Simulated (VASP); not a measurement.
# Si in VASP: a series of runs, part 2 of 2

VASP 6.6.1. The steps go on from the part before.

## Step 4: Single point, PBE

INCAR

```
SYSTEM = Si
PREC = Accurate
ENCUT = 400
EDIFF = 1E-6
ISMEAR = -1
SIGMA = 0.05
LREAL = Auto
LASPH = .True.
NELM = 120
ALGO = Normal
ISIF = 2
LWAVE = .False.
LCHARG = .False.
GGA = PE
NBANDS = 56
ISYM = -1
GGA_COMPAT = .False.
```

KPOINTS

```
explicit points
1
Reciprocal
  0.25000000   0.25000000   0.25000000 1
```

POSCAR

```
Si
1.0
    7.2812860000      0.0138440000     -0.2431290000
    0.0138440000      7.4715990000     -0.0584000000
   -0.2431290000     -0.0584000000      7.1523540000
Si
20
Direct
    0.0999216906      0.1096771421      0.3938517313
    0.1378245151      0.4492682637      0.7100402753
    0.6822984546      0.9388585006      0.0227564068
    0.9221902733      0.1845125995      0.1026019874
    0.5130792969      0.8228547844      0.2603091480
    0.9375382229      0.9513872238      0.6166970685
    0.1435184296      0.7964597409      0.8460731587
    0.8325288199      0.4930562161      0.6603914435
    0.5041574247      0.3604326122      0.7562414493
    0.5122428798      0.0763724545      0.4949973464
    0.4340265526      0.6119990017      0.9999793332
    0.7520592074      0.1740760115      0.7797715888
    0.4091595941      1.0020706448      0.7901101496
    0.2284512272      0.4357421400      0.1701406921
    0.9732022199      0.6358555393      0.1881613586
    0.7898895558      0.7033389835      0.4373472083
    0.7504083158      0.6387534030      0.9385777357
    0.3185882811      0.3481949351      0.4606928900
    0.1987014319      0.8727592560      0.1799145038
    0.2029945051      0.2185474824      0.9163597081
```

Potentials or basis: VASP PAW PBE potentials, release 64 (Si).

On the command line:

```sh
$ cat potpaw_PBE.64/Si/POTCAR > POTCAR
$ mpirun -np 1 vasp_std > vasp.out
```

OUTCAR:

```text
SYSTEM = Si
   PREC = Accurate
   ENCUT = 400
   EDIFF = 1E-6
   ISMEAR = -1
   LREAL = Auto
   LASPH = .True.
   NELM = 120
   ISIF = 2
   GGA = PE
   ISYM = -1

 ion  position               nearest neighbor table
   1  0.100  0.110  0.394-   6 2.38  18 2.42   4 2.45  19 2.46  10 3.05  14 3.12
   2  0.138  0.449  0.710-   8 2.25  20 2.31  18 2.40   9 2.75   7 2.76  11 3.13
   3  0.682  0.939  0.023-   5 2.35  17 2.37  13 2.55  12 2.57   4 2.57  11 3.04
   4  0.922  0.185  0.103-   1 2.45  20 2.53  12 2.55   3 2.57  14 2.93  19 3.11
   5  0.513  0.823  0.260-   3 2.35  19 2.35  11 2.46  16 2.48  10 2.51
   6  0.938  0.951  0.617-   1 2.38  16 2.45   7 2.45  12 2.47
   7  0.144  0.796  0.846-   6 2.45  19 2.45  13 2.53  11 2.70   2 2.76  15 3.08
   8  0.833  0.493  0.660-   2 2.25  16 2.26  17 2.36  12 2.63   9 2.73
   9  0.504  0.360  0.756-  12 2.27  18 2.43  11 2.62   8 2.73   2 2.75  20 2.77  13 2.79  10 2.81
                            17 2.98
  10  0.512  0.076  0.495-  13 2.36  18 2.47   5 2.51  12 2.69   9 2.81   1 3.05
  11  0.434  0.612  1.000-  17 2.39  14 2.40   5 2.46   9 2.62   7 2.70  19 2.93   3 3.04   2 3.13

  12  0.752  0.174  0.780-   9 2.27   6 2.47   4 2.55   3 2.57   8 2.63  10 2.69  13 2.82
  13  0.409  0.002  0.790-  10 2.36  20 2.41   7 2.53   3 2.55   9 2.79  12 2.82
  14  0.228  0.436  0.170-  18 2.24  15 2.39  11 2.40  20 2.41   4 2.93   1 3.12
  15  0.973  0.636  0.188-  17 2.33  16 2.35  14 2.39  19 2.42   7 3.08
  16  0.790  0.703  0.437-   8 2.26  15 2.35   6 2.45   5 2.48
  17  0.750  0.639  0.939-  15 2.33   8 2.36   3 2.37  11 2.39   9 2.98
  18  0.319  0.348  0.461-  14 2.24   2 2.40   1 2.42   9 2.43  10 2.47
  19  0.199  0.873  0.180-   5 2.35  15 2.42   7 2.45   1 2.46  11 2.93   4 3.11
  20  0.203  0.219  0.916-   2 2.31  13 2.41  14 2.41   4 2.53   9 2.77

IMPORTANT INFORMATION: All symmetrisations will be switched off!
NOSYMM: (Re-)initialisation of all symmetry stuff for point group C_1.

----------------------------------------------------------------------------------------

                                     Primitive cell

  volume of cell :     388.6410

  direct lattice vectors                    reciprocal lattice vectors
     7.281286000  0.013844000 -0.243129000     0.137494796 -0.000218244  0.004672060
     0.013844000  7.471599000 -0.058400000    -0.000218244  0.133849048  0.001085478
    -0.243129000 -0.058400000  7.152354000     0.004672060  0.001085478  0.139981789

[... 109 lines left out ...]
  energy-cutoff  :      400.00
  volume of cell :      388.64
 maximum number of plane-waves:      7064
 NGX is ok and might be reduce to    48
   NGX = 23   NGY = 25   NGZ = 23

 number of electron      79.9999996 magnetization

 Free energy of the ion-electron system (eV)
  ---------------------------------------------------
  ext. energy  EPLUGINS =         0.00000000
  ---------------------------------------------------
  free energy    TOTEN  =      -100.58210794 eV

  energy without entropy =     -100.49854828  energy(sigma->0) =     -100.54032811

 E-fermi :   6.3099     XC(G=0):  -9.5819

 val. band max:        6.2220191111   @ k =   0.2500   0.2500   0.2500
 cond. band min:       6.3977413627   @ k =   0.2500   0.2500   0.2500
 fundamental gap:      0.1757222516
 Fermi energy:         6.3098780782

 k-point     1 :       0.2500    0.2500    0.2500
  band No.  band energies     occupation
      1      -6.0853      2.00000
      2      -5.2282      2.00000
      3      -4.9364      2.00000
      4      -4.3192      2.00000
      5      -3.7804      2.00000
      6      -3.3845      2.00000
[... 44 lines left out ...]
     51       8.8233      0.00000
     52       8.9904      0.00000
 [bands above 52 left out]

------------------------ aborting loop because EDIFF is reached ----------------------------------------

  FORCE on cell =-STRESS in cart. coord.  units (eV):
  Direction    XX          YY          ZZ          XY          YZ          ZX
  --------------------------------------------------------------------------------------
  -------------------------------------------------------------------------------------
  Total       -3.1859656     -4.1664343      7.8561503      3.7624447     -2.1562930      5.7983906
  in kB      -13.1341838    -17.1761783     32.3870798     15.5107262     -8.8893454     23.9039390
  external PRESSURE =       0.6922392 kB  Pullay stress =       0.0000000 kB

 VOLUME and BASIS-vectors are now :
 -----------------------------------------------------------------------------
  energy-cutoff  :      400.00
  volume of cell :      388.64
      direct lattice vectors                 reciprocal lattice vectors
     7.281286000  0.013844000 -0.243129000     0.137494796 -0.000218244  0.004672060
     0.013844000  7.471599000 -0.058400000    -0.000218244  0.133849048  0.001085478
    -0.243129000 -0.058400000  7.152354000     0.004672060  0.001085478  0.139981789

 POSITION                                       TOTAL-FORCE (eV/Angst)
 -----------------------------------------------------------------------------------
      0.63332      0.79785      2.78627         0.464264     -0.220241     -0.401459
      0.83713      3.31719      5.01871         0.368206      0.832704     -0.248360
      4.97547      7.02289     -0.05795        -0.110030      0.090514     -0.176779
      6.69234      1.38538      0.49886         0.342062     -0.464907     -0.415433
      3.68398      6.13994      1.68902         0.637089      0.293951      0.621802
      6.68972      7.08535      4.12733        -0.512394     -0.133367     -0.193580
[... 12 lines left out ...]
      1.41514      6.51315      1.18753        -1.227779      0.537246      0.506469
      1.25829      1.58219      6.49201        -0.539719     -0.370215      0.567190
 -----------------------------------------------------------------------------------
    total drift:                                0.001065      0.000750     -0.000798

  FREE ENERGIE OF THE ION-ELECTRON SYSTEM (eV)
  ---------------------------------------------------
  free  energy   TOTEN  =      -100.5821079401 eV

  energy  without entropy=     -100.4985482802  energy(sigma->0) =     -100.54032811
```

OSZICAR:

```text
N       E                     dE             d eps       ncg     rms          rms(c)
DAV:   1     0.165082760917E+03    0.16508E+03   -0.26054E+04   112   0.961E+02
DAV:   2    -0.876353258872E+02   -0.25272E+03   -0.23678E+03   136   0.160E+02
DAV:   3    -0.101963242905E+03   -0.14328E+02   -0.13939E+02   136   0.346E+01
DAV:   4    -0.102398100627E+03   -0.43486E+00   -0.43141E+00   152   0.698E+00
DAV:   5    -0.102407363762E+03   -0.92631E-02   -0.92547E-02   136   0.108E+00    0.139E+01
DAV:   6    -0.100971216919E+03    0.14361E+01   -0.16046E+00   136   0.367E+00    0.812E+00
DAV:   7    -0.100583600667E+03    0.38762E+00   -0.17468E+00   144   0.357E+00    0.121E+00
DAV:   8    -0.100578592870E+03    0.50078E-02   -0.23470E-01   128   0.160E+00    0.753E-01
DAV:   9    -0.100580331794E+03   -0.17389E-02   -0.14667E-02   136   0.393E-01    0.399E-01
DAV:  10    -0.100581384739E+03   -0.10529E-02   -0.18060E-03   128   0.141E-01    0.155E-01
DAV:  11    -0.100582005457E+03   -0.62072E-03   -0.95509E-04   136   0.100E-01    0.377E-02
DAV:  12    -0.100582049080E+03   -0.43624E-04   -0.12104E-04   136   0.366E-02    0.296E-02
DAV:  13    -0.100582104712E+03   -0.55632E-04   -0.93278E-05   128   0.287E-02    0.731E-03
DAV:  14    -0.100582106157E+03   -0.14452E-05   -0.32353E-06   128   0.614E-03    0.345E-03
DAV:  15    -0.100582107759E+03   -0.16024E-05   -0.27203E-06   112   0.499E-03    0.189E-03
DAV:  16    -0.100582107940E+03   -0.18062E-06   -0.14763E-07    80   0.138E-03
   1 F= -.10058211E+03 E0= -.10054033E+03  d E =-.835597E-01
```

stdout:

```text
POSCAR found type information on POSCAR Si
 POSCAR found :  1 types and      20 ions
 scaLAPACK will be used
 LDA part: xc-table for (Slater+PW92), standard interpolation
 POSCAR, INCAR and KPOINTS ok, starting setup
 FFT: planning ... GRIDC
 FFT: planning ... GRID_SOFT
 FFT: planning ... GRID
 WAVECAR not read
 entering main loop
```

Run time: 35 s. Hardware: 1 thread of Intel Xeon Platinum 8259CL at 2.50GHz (Skylake/Cascade Lake), shared host; peak memory 0.3 GiB.

Results:

| Property | Result |
| --- | --- |
| Free energy | -100.5821 eV |
| Pressure | 0.1 GPa |
| Largest force | 1.497 eV/Å |

Forces in eV/Å, atoms in the order of the input:
```
Si   0.464 -0.220 -0.401
Si   0.368  0.833 -0.248
Si  -0.110  0.091 -0.177
Si   0.342 -0.465 -0.415
Si   0.637  0.294  0.622
Si  -0.512 -0.133 -0.194
Si   0.689 -0.248 -0.120
Si  -1.266 -0.163  0.782
Si   0.077  0.319 -0.136
Si  -0.260  0.247  0.198
Si  -0.143 -0.159 -0.179
Si   0.768 -0.481 -0.474
Si  -0.091 -0.262  0.093
Si  -0.395  0.134 -0.772
Si   0.589  0.145  0.238
Si  -0.120  0.957 -0.289
Si   0.697  0.041 -0.308
Si   0.033 -1.095  0.706
Si  -1.228  0.537  0.506
Si  -0.540 -0.370  0.567
```

Stress tensor (GPa, compression positive):
```
-1.31  1.55  2.39
 1.55 -1.72 -0.89
 2.39 -0.89  3.24
```

Caveat: the atoms stand as in a frame of molecular dynamics.

## Step 5: Single point, PBE

INCAR

```
PREC = Accurate
ENCUT = 400
EDIFF = 1E-6
ISMEAR = -1
SIGMA = 0.05
LREAL = Auto
LASPH = T
NELM = 120
ALGO = Normal
ISIF = 2
LWAVE = F
LCHARG = T
GGA = PE
LELF = T
LVHAR = T
NBANDS = 56
ISYM = -1
GGA_COMPAT = F
```

KPOINTS is that of step 4.

POSCAR

```
Si
1.0
    7.2812860000      0.0138440000     -0.2431290000
    0.0138440000      7.4715990000     -0.0584000000
   -0.2431290000     -0.0584000000      7.1523540000
Si
20
Direct
    0.0758024463      0.1267465965      0.3784615211
    0.1273843924      0.4849313389      0.7160790462
    0.6631462816      0.9182517945      0.0102703246
    0.9306790917      0.1088255317      0.0767132734
    0.5034041650      0.8301646295      0.2598517587
    0.9663699035      0.9200455731      0.6147261740
    0.1533926161      0.7778276835      0.8509094111
    0.8171845142      0.4973654491      0.6535324448
    0.5238657297      0.4005157650      0.7756949770
    0.5185718687      0.0737615988      0.4954828211
    0.4482402642      0.6115813214      1.0236100669
    0.7856071694      0.1711700929      0.6957917937
    0.4206790152      1.0413093728      0.8034751546
    0.2548422266      0.4295766297      0.1767012386
    0.9975883367      0.6205017802      0.2129125542
    0.7885610716      0.7277939909      0.4239159910
    0.7665835391      0.6178283195      0.9581341840
    0.3229174816      0.3261595671      0.4884069389
    0.1679702281      0.8830774588      0.1740417431
    0.1904958478      0.2458803184      0.9117699537
```

On the command line:

```sh
$ cat potpaw_PBE.64/Si/POTCAR > POTCAR
$ mpirun -np 1 vasp_std > vasp.out
```

Wall time 38 s (1 thread of Intel Xeon Platinum 8259CL at 2.50GHz (Skylake/Cascade Lake), shared host); peak memory 0.3 GiB.

It converged, with:

- Free energy: -101.2525 eV
- Pressure: 0.8 GPa
- Largest force: 1.094 eV/Å

Forces on the atoms (eV/Å):
```
Si  -0.001 -0.245  0.565
Si   0.723  0.087 -0.220
Si   0.171  0.445 -0.327
Si   0.153  0.271 -1.015
Si   0.256  0.405  0.938
Si   0.163  0.918 -0.396
Si   0.670  0.305  0.318
Si  -0.675  0.032 -0.537
Si  -0.095 -0.639 -0.051
Si   0.177  0.041  0.373
Si   0.055 -0.063 -0.334
Si  -0.216 -0.003 -0.245
Si   0.174 -0.420 -0.391
Si  -0.326 -0.538  0.733
Si  -0.147  0.122 -0.427
Si  -0.425 -0.952  0.254
Si   0.613  0.361  0.219
Si  -0.378  0.195 -0.673
Si  -0.269  0.158  0.455
Si  -0.624 -0.480  0.761
```

Stress tensor (GPa, compression positive):
```
-0.59  2.85  2.34
 2.85 -0.64  1.71
 2.34  1.71  3.75
```

Levels at points of the mesh, in eV from the Fermi level:
```
           k point  band 36  band 37  band 38  band 39  band 40  band 41  band 42  band 43  band 44  band 45
(0.25, 0.25, 0.25)    -1.24    -1.14    -0.92    -0.73    -0.27     0.27     0.52     0.92     1.12     1.34
```

Caveat: the atoms stand as in a frame of molecular dynamics.

## Step 6: Single point, PBE

INCAR

```
PREC = Accurate
ENCUT = 400
EDIFF = 1E-6
ISMEAR = -1
SIGMA = 0.05
LREAL = Auto
LASPH = True
NELM = 120
ALGO = Normal
ISIF = 2
LWAVE = False
LCHARG = True
GGA = PE
LELF = True
LVHAR = True
ISYM = -1
NBANDS = 56
GGA_COMPAT = False
```

KPOINTS is that of step 5.

POSCAR

```
Si
1.0
    7.2812860000      0.0138440000     -0.2431290000
    0.0138440000      7.4715990000     -0.0584000000
   -0.2431290000     -0.0584000000      7.1523540000
Si
20
Direct
    0.0264215913      0.1542538952      0.3726032412
    0.1428110777      0.4973678913      0.7314300717
    0.6482619756      0.9380914337      0.0075095312
    0.9365668786      0.0802886988      0.0497053737
    0.5204449500      0.8341504758      0.2826010357
    0.9607561779      0.9218345467      0.6038661993
    0.1571979125      0.7940336949      0.8555070036
    0.8334678676      0.4897597242      0.6802362099
    0.5278073531      0.3795276599      0.8045624824
    0.5113558203      0.0839535796      0.5260221066
    0.4645095203      0.6135271636      1.0295823894
    0.7824666389      0.1784674923      0.6766781724
    0.3964591762      1.0100087213      0.8034714490
    0.2550241266      0.4204672640      0.1861873796
    0.9995328445      0.6317402943      0.2179226663
    0.7884439898      0.6983187048      0.4499410140
    0.7788118892      0.6455025890      0.9670440119
    0.2958278318      0.3124864857      0.4838382630
    0.1789186839      0.8910720946      0.2156390653
    0.1792825300      0.2315119008      0.9219362013
```

Potentials or basis: VASP PAW PBE potentials, release 64 (Si).

On the command line:

```sh
$ cat potpaw_PBE.64/Si/POTCAR > POTCAR
$ mpirun -np 1 vasp_std > vasp.out
```

Run time: 44 s. Hardware: 1 thread of Intel Xeon Platinum 8259CL at 2.50GHz (Skylake/Cascade Lake), shared host; peak memory 0.3 GiB.

It converged, with:

```yaml
Free_energy: -101.4548 eV
Pressure: 1.0 GPa
Largest_force: 1.295 eV/Å
```

Forces in eV/Å, atoms in the order of the input:
```
Si  -0.100 -0.742 -0.014
Si   1.061 -0.739 -0.074
Si   0.064 -0.481  0.434
Si   0.175  0.498  0.273
Si  -0.079  0.324  0.037
Si   0.371  0.214 -0.179
Si   0.171  0.286  0.339
Si  -0.904 -0.044 -0.155
Si  -0.077 -0.242 -0.167
Si  -0.136 -0.260 -0.866
Si  -0.451 -0.432  0.751
Si   0.515 -0.110  0.080
Si  -0.257 -0.030  0.125
Si  -0.123  0.359 -0.713
Si   0.196 -0.202  0.167
Si  -0.347  0.227 -0.535
Si  -0.009 -0.087 -0.131
Si  -0.241  0.683  0.682
Si  -0.106 -0.138 -0.192
Si   0.276  0.916  0.137
```

Stress tensor (GPa, compression positive):
```
 0.09  3.75  3.25
 3.75 -0.70  0.03
 3.25  0.03  3.64
```

Levels at points of the mesh, in eV from the Fermi level:
| k point | band 37 | band 38 | band 39 | band 40 | band 41 | band 42 | band 43 | band 44 |
| --- | --- | --- | --- | --- | --- | --- | --- | --- |
| (0.25, 0.25, 0.25) | -1.15 | -0.91 | -0.53 | -0.27 | 0.27 | 0.73 | 0.95 | 1.14 |

Caveat: the atoms stand as in a frame of molecular dynamics.

## Step 7: Summary

```csv
cell,smearing,pressure (GPa),largest force (eV/Å)
"as given, atomic positions A",fermi-dirac 0.087 eV,-0.9,3.51
"as given, atomic positions B",fermi-dirac 0.087 eV,1.3,3.17
"as given, atomic positions C",fermi-dirac 0.05 eV,0.1,1.50
"as given, atomic positions D",fermi-dirac 0.05 eV,0.8,1.09
"as given, atomic positions E",fermi-dirac 0.05 eV,1.0,1.30
```

Alike in all rows: task single point; level PBE; potentials or basis VASP PAW PBE potentials, release 64 (Si); no spin polarisation; k mesh 1 × 1 × 1, shifted; cutoff (eV) 400.

Caveats: the atoms stand as in a frame of molecular dynamics.

Total energies depend on the potentials used, so only differences within one code and one set of settings carry meaning.
